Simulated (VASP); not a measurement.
# Ta3H in VASP: a series of runs

Runs on Ta3H. Level: LDA. Tasks: single point.

All numbers are computed with VASP 6.6.1; they aren't measurements. Logs are shortened: lines on timing, memory, paths and dates and some standing lists are left out, and cuts for length are marked.

**1. The cell of the first run**

The cell holds a slab with vacuum, 8 atoms: a = 4.600 Å, b = 4.600 Å, c = 22.402 Å, α = 90.00°, β = 90.00°, γ = 120.00°.

**2. Single point, LDA**

File INCAR:

```
SYSTEM = Ta3H
ALGO = Normal
DIPOL = 0.5 0.5 0.319
EDIFF = 1E-6
ENCUT = 520
IDIPOL = 3
ISIF = 2
ISMEAR = 0
LASPH = .TRUE.
LCHARG = .TRUE.
LDIPOL = .TRUE.
LELF = .TRUE.
LREAL = .FALSE.
LVACPOTAV = .TRUE.
LVHAR = .TRUE.
LWAVE = .FALSE.
NBANDS = 44
NELM = 80
PREC = Accurate
SIGMA = 0.1
```

File KPOINTS:

```
k-points
0
G
  6 6 1
  0 0 0
```

File POSCAR:

```
Ta3H
1.0
    4.6002247492      0.0000000000      0.0000000000
   -2.3001123746      3.9839114959      0.0000000000
    0.0000000000      0.0000000000     22.4017722044
Ta H
6 2
Direct
    0.6666666667      0.3333333333      0.1785573018
    0.3333333333      0.6666666667      0.2204743848
    0.0000000000      0.0000000000      0.2623914678
    0.6666666667      0.3333333333      0.3016814391
    0.3333333333      0.6666666667      0.3385386112
    0.0000000000      0.0000000000      0.3750494438
    0.0904104196      0.6666666667      0.4379908926
    0.5762562471      0.6666666667      0.4379908926
```

Potentials or basis: VASP PAW LDA potentials, release 64 (Ta_pv, H).

Run with:

```
$ cat potpaw_LDA.64/Ta_pv/POTCAR potpaw_LDA.64/H/POTCAR > POTCAR
$ mpirun -np 1 vasp_std > vasp.out
```

OUTCAR:

```text
SYSTEM = Ta3H
   EDIFF = 1E-6
   ENCUT = 520
   ISIF = 2
   ISMEAR = 0
   LASPH = .TRUE.
   LREAL = .FALSE.
   NELM = 80
   PREC = Accurate

 ion  position               nearest neighbor table
   1  0.667  0.333  0.179-   4 2.76   2 2.82   2 2.82   2 2.82   3 3.25   3 3.25   3 3.25
   2  0.333  0.667  0.220-   5 2.64   1 2.82   3 2.82   1 2.82   3 2.82   3 2.82   1 2.82   4 3.22
                             4 3.22   4 3.22
   3  0.000  0.000  0.262-   6 2.52   4 2.80   4 2.80   4 2.80   2 2.82   2 2.82   2 2.82   5 3.16
                             5 3.16   5 3.16   1 3.25   1 3.25   1 3.25
   4  0.667  0.333  0.302-   1 2.76   5 2.78   5 2.78   5 2.78   3 2.80   3 2.80   3 2.80   6 3.12
                             6 3.12   6 3.12   2 3.22   2 3.22   2 3.22
   5  0.333  0.667  0.339-   2 2.64   6 2.78   6 2.78   6 2.78   4 2.78   4 2.78   4 2.78   3 3.16
                             3 3.16   3 3.16
   6  0.000  0.000  0.375-   3 2.52   5 2.78   5 2.78   5 2.78   4 3.12   4 3.12   4 3.12
   7  0.090  0.667  0.438-
   8  0.576  0.667  0.438-

  LATTYP: Found a hexagonal cell.
 ALAT       =     4.6002247492
 C/A-ratio  =     4.8697125523

  Lattice vectors:

 A1 = (   4.6002247492,   0.0000000000,   0.0000000000)
 A2 = (  -2.3001123746,   3.9839114959,   0.0000000000)
 A3 = (   0.0000000000,   0.0000000000,  22.4017722044)

Analysis of symmetry for initial positions (statically):
=====================================================================
 Subroutine PRICEL returns:
 Original cell was already a primitive cell.

 Routine SETGRP: Setting up the symmetry group for a
 hexagonal supercell.

 Subroutine GETGRP returns: Found  2 space group operations
 (whereof  2 operations were pure point group operations)
 out of a pool of 24 trial point group operations.

The static configuration has the point symmetry C_1h.

Analysis of symmetry for dynamics (positions and initial velocities):
=====================================================================
 Subroutine PRICEL returns:
 Original cell was already a primitive cell.

 Routine SETGRP: Setting up the symmetry group for a
 hexagonal supercell.

 Subroutine GETGRP returns: Found  2 space group operations
 (whereof  2 operations were pure point group operations)
 out of a pool of 24 trial point group operations.

The dynamic configuration has the point symmetry C_1h.

 Subroutine INISYM returns: Found  2 space group operations
 (whereof  2 operations are pure point group operations),
 and found     1 'primitive' translations

----------------------------------------------------------------------------------------

                                     Primitive cell

  volume of cell :     410.5548

  direct lattice vectors                    reciprocal lattice vectors
     4.600224749  0.000000000  0.000000000     0.217380683  0.125504796  0.000000000
    -2.300112375  3.983911496  0.000000000     0.000000000  0.251009592  0.000000000
     0.000000000  0.000000000 22.401772204     0.000000000  0.000000000  0.044639325

  length of vectors
     4.600224749  4.600224749 22.401772204     0.251009592  0.251009592  0.044639325

  position of ions in fractional coordinates (direct lattice)
     0.666666667  0.333333333  0.178557302
     0.333333333  0.666666667  0.220474385
     0.000000000  0.000000000  0.262391468
     0.666666667  0.333333333  0.301681439
     0.333333333  0.666666667  0.338538611
     0.000000000  0.000000000  0.375049444
     0.090410420  0.666666667  0.437990893
     0.576256247  0.666666667  0.437990893

  ion indices of the primitive-cell ions
   primitive index   ion index
                 1           1
                 2           2
                 3           3
                 4           4
                 5           5
                 6           6
                 7           7
                 8           8

----------------------------------------------------------------------------------------

 KPOINTS: k-points

Automatic generation of k-mesh.
 Grid dimensions read from file:
 generate k-points for:    6    6    1

 Generating k-lattice:

  Cartesian coordinates                     Fractional coordinates (reciprocal lattice)
     0.036230114  0.020917466  0.000000000     0.166666667  0.000000000  0.000000000
     0.000000000  0.041834932  0.000000000     0.000000000  0.166666667  0.000000000
     0.000000000  0.000000000  0.044639325     0.000000000  0.000000000  1.000000000

  Length of vectors
     0.041834932  0.041834932  0.044639325

  Shift w.r.t. Gamma in fractional coordinates (k-lattice)
     0.000000000  0.000000000  0.000000000

 Subroutine IBZKPT returns following result:
 ===========================================

 Found     13 irreducible k-points:

 Following reciprocal coordinates:
            Coordinates               Weight
  0.000000  0.000000  0.000000      1.000000
  0.166667  0.000000  0.000000      4.000000
  0.000000  0.166667  0.000000      2.000000
  0.333333  0.000000  0.000000      4.000000
  0.000000  0.333333  0.000000      2.000000
  0.500000  0.000000  0.000000      2.000000
  0.000000  0.500000  0.000000      1.000000
  0.166667  0.166667  0.000000      4.000000
 -0.333333  0.166667  0.000000      2.000000
  0.333333  0.166667  0.000000      4.000000
 -0.166667  0.500000  0.000000      4.000000
  0.500000  0.333333  0.000000      4.000000
  0.333333  0.333333  0.000000      2.000000
   k-points           NKPTS =     13   k-points in BZ     NKDIM =     13   number of bands    NBANDS=     44
   number of dos      NEDOS =    301   number of ions     NIONS =      8
   total plane-waves  NPLWV = 217728
   dimension x,y,z NGX =    36 NGY =   36 NGZ =  168
   dimension x,y,z NGXF=    72 NGYF=   72 NGZF=  336
   ions per type =               6   2
   NGX,Y,Z   is equivalent  to a cutoff of  13.01, 13.01, 12.47 a.u.
   NGXF,Y,Z  is equivalent  to a cutoff of  26.02, 26.02, 24.93 a.u.
 SYSTEM =  Ta3H
   PREC   = accura    normal or accurate (medium, high low for compatibility)
   ISTART =      0    job   : 0-new  1-cont  2-samecut
   ICHARG =      2    charge: 1-file 2-atom 10-const
   ISPIN  =      1    spin polarized calculation?
   LNONCOLLINEAR =      F non collinear calculations
   LSORBIT =      F    spin-orbit coupling
   LASPH  =      T    aspherical Exc in radial PAW
   ENCUT  =  520.0 eV  38.22 Ry    6.18 a.u.   8.55  8.55 41.65*2*pi/ulx,y,z
   NELM   =     80;   NELMIN=  2; NELMDL= -5     # of ELM steps
   EDIFF  = 0.1E-05   stopping-criterion for ELM
   LREAL  =      F    real-space projection
   EDIFFG = 0.1E-04   stopping-criterion for IOM
   NSW    =      0    number of steps for IOM
   IBRION =     -1    ionic relax: 0-MD 1-quasi-New 2-CG
   NFREE  =      0    steps in history (QN), initial steepest desc. (CG)
   ISIF   =      2    stress and relaxation
   ISYM   =      2    0-nonsym 1-usesym 2-fastsym
   POTIM  = 0.5000    time-step for ionic-motion
   TEBEG  =    0.0;   TEEND  =   0.0 temperature during run
   PSTRESS=    0.0 pullay stress
   NELECT =      68.0000    total number of electrons
   NUPDOWN=      -1.0000    fix difference up-down
   EMIN   =  10.00;   EMAX   =-10.00  energy-range for DOS
   EFERMI =   0.00;   METHOD = LEGACY
   ISMEAR =     0;   SIGMA  =   0.10  broadening in eV -4-tet -1-fermi 0-gaus
   EFERMI_NEDOS =   21; number of points for ismear=-14 and -15
   IALGO  =     38    algorithm
   IMIX   =      4    mixing-type and parameters
     AMIX     =   0.40;   BMIX     =  1.00
     AMIX_MAG =   1.60;   BMIX_MAG =  1.00
  volume/ion in A,a.u.               =      51.32       346.32
  Fermi-wavevector in a.u.,A,eV,Ry     =   0.899057  1.698972 10.997647  0.808304
  Thomas-Fermi vector in A             =   2.021844
   LORBIT       =      0    0 simple, 1 ext, 2 COOP (PROOUT), +10 PAW based schemes
   GGA     = CA    functional components
   LHFCALC =     F    Hartree Fock is set to
   AEXX    =    0.0000 exact exchange contribution
   IVDW    =     0    specifies the selected vdW correction
   LEPSILON=     F    determine dielectric tensor
   LRPA    =     F    only Hartree local field effects (RPA)
 non-spin polarized calculation
 Gauss-broadening in eV      SIGMA  =   0.10
  energy-cutoff  :      520.00
  volume of cell :      410.55
 maximum number of plane-waves:     11105
 NGX is ok and might be reduce to    36
   NGX = 17   NGY = 17   NGZ = 83

 dipolmoment           0.000000      0.000000     -0.066957 electrons x Angstroem

 number of electron      68.0000006 magnetization

 dipolmoment           0.000000      0.000000      0.169038 electrons x Angstroem

 Free energy of the ion-electron system (eV)
  ---------------------------------------------------
  ext. energy  EPLUGINS =         0.00000000
  ---------------------------------------------------
  free energy    TOTEN  =       -76.14804225 eV

  energy without entropy =      -76.10752802  energy(sigma->0) =      -76.12778514

 E-fermi :  -1.7913     XC(G=0):  -4.5352

 val. band max:       -1.8467588671   @ k =  -0.1667   0.5000   0.0000
 cond. band min:      -1.7897790973   @ k =   0.0000   0.5000   0.0000
 fundamental gap:      0.0569797697
 Fermi energy:        -1.7912826872

 k-point     1 :       0.0000    0.0000    0.0000
  band No.  band energies     occupation
      1     -36.3101      2.00000
      2     -36.2325      2.00000
      3     -36.0386      2.00000
      4     -36.0384      2.00000
      5     -35.9153      2.00000
      6     -35.8967      2.00000
[... 36 lines left out ...]
     43       1.6407      0.00000
     44       1.9141      0.00000

 k-point     2 :       0.1667    0.0000    0.0000
  band No.  band energies     occupation
      1     -36.3248      2.00000
      2     -36.2476      2.00000
      3     -36.0893      2.00000
      4     -36.0544      2.00000
      5     -35.9739      2.00000
      6     -35.9465      2.00000
[... 509 lines left out ...]
 k-point    13 :       0.3333    0.3333    0.0000
  band No.  band energies     occupation
      1     -36.3762      2.00000
      2     -36.3311      2.00000
      3     -36.0953      2.00000
      4     -36.0095      2.00000
      5     -36.0032      2.00000
      6     -35.9961      2.00000
[... 36 lines left out ...]
     43       0.7509      0.00000
     44       0.8771      0.00000

------------------------ aborting loop because EDIFF is reached ----------------------------------------

  FORCE on cell =-STRESS in cart. coord.  units (eV):
  Direction    XX          YY          ZZ          XY          YZ          ZX
  --------------------------------------------------------------------------------------
  -------------------------------------------------------------------------------------
  Total       -5.7998898     -5.0748867     -6.3794275      0.0000000      0.5712473      0.0000000
  in kB      -22.6338906    -19.8045884    -24.8955187      0.0000000      2.2292749      0.0000000
  external PRESSURE =     -22.4446659 kB  Pullay stress =       0.0000000 kB

 VOLUME and BASIS-vectors are now :
 -----------------------------------------------------------------------------
  energy-cutoff  :      520.00
  volume of cell :      410.55
      direct lattice vectors                 reciprocal lattice vectors
     4.600224749  0.000000000  0.000000000     0.217380683  0.125504796  0.000000000
    -2.300112375  3.983911496  0.000000000     0.000000000  0.251009592  0.000000000
     0.000000000  0.000000000 22.401772204     0.000000000  0.000000000  0.044639325

 POSITION                                       TOTAL-FORCE (eV/Angst)
 -----------------------------------------------------------------------------------
      2.30011      1.32797      4.00000        -0.000000      0.016236      1.994638
     -0.00000      2.65594      4.93902        -0.000000      0.188230     -0.751761
      0.00000      0.00000      5.87803        -0.000000      0.014801     -2.477981
      2.30011      1.32797      6.75820        -0.000000     -0.183095     -0.497390
     -0.00000      2.65594      7.58386        -0.000000      0.453236      2.872292
      0.00000      0.00000      8.40177         0.000000     -1.483920      2.322854
     -1.11750      2.65594      9.81177        -0.116329      0.497256     -1.731326
      1.11750      2.65594      9.81177         0.116329      0.497256     -1.731326
 -----------------------------------------------------------------------------------
    total drift:                                0.000000      0.000013      0.000450

  FREE ENERGIE OF THE ION-ELECTRON SYSTEM (eV)
  ---------------------------------------------------
  free  energy   TOTEN  =       -76.1480422520 eV

  energy  without entropy=      -76.1075280213  energy(sigma->0) =      -76.12778514

 vacuum level on the upper side and lower side of the slab         3.633         1.964
```

Wall time 5.2 min (1 thread of Intel Xeon 6975P-C (Granite Rapids), shared host); peak memory 0.46 GiB.

What came out:

```
Free energy            : -76.1480 eV
Largest force          : 2.908 eV/Å
Band gap on the k mesh : zero (bands 34 and 35 overlap by 0.15 eV)
```

Forces in eV/Å, atoms in the order of the input:
```
Ta   0.000  0.016  1.995
Ta   0.000  0.188 -0.752
Ta   0.000  0.015 -2.478
Ta   0.000 -0.183 -0.497
Ta   0.000  0.453  2.872
Ta   0.000 -1.484  2.323
H   -0.116  0.497 -1.731
H    0.116  0.497 -1.731
```

Caveat: spin-orbit coupling is left out, which moves the levels of the heavy elements.

(Part 1 of 2 ends here.)

The gap in the log of VASP goes by the Fermi energy; the results here count the filled bands.